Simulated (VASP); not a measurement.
A run of VASP 6.6.1:

File INCAR:

```
SYSTEM = As2O
PREC     = Accurate       ! precision mode
ENCUT    = 520            ! plane-wave cutoff, eV
EDIFF    = 1E-7           ! SCF threshold, eV
ISMEAR   = -1             ! smearing method
SIGMA    = 0.06122561905347299 ! smearing width, eV
LREAL    = .False.        ! projectors in reciprocal space
LASPH    = .True.         ! aspherical terms in the spheres
NELM     = 60             ! most SCF steps
ALGO     = Normal         ! electronic algorithm
ISIF     = 2              ! what is computed and relaxed
LWAVE    = .False.        ! write WAVECAR
LCHARG   = .True.         ! write CHGCAR
GGA      = PE             ! functional
LELF     = .True.         ! ELF
LVHAR    = .True.       
NBANDS   = 15             ! bands
```

The input KPOINTS:

```
regular mesh
0
Gamma
  33 33 33
  0 0 0
```

POSCAR

```
As2O
1.0
    0.0000000000      2.8998654443      2.8998654443
    2.8998654443      0.0000000000      2.8998654443
    2.8998654443      2.8998654443      0.0000000000
As O
2 1
Direct
    0.2500000000      0.2500000000      0.2500000000
    0.7500000000      0.7500000000      0.7500000000
    0.0000000000      0.0000000000      0.0000000000
```

Potentials or basis: VASP PAW PBE potentials, release 64 (As, O).

Launch:

```sh
$ cat potpaw_PBE.64/As/POTCAR potpaw_PBE.64/O/POTCAR > POTCAR
$ mpirun -np 1 vasp_std > vasp.out
```

Hardware: 1 thread of Intel Xeon 8259CL, on a shared host.

Estimate the wall time of this run.

It took 27 min on 1 thread of Intel Xeon 8259CL, on a shared host, peak memory 0.7 GiB. Counts: scf iterations 18, k points 969.
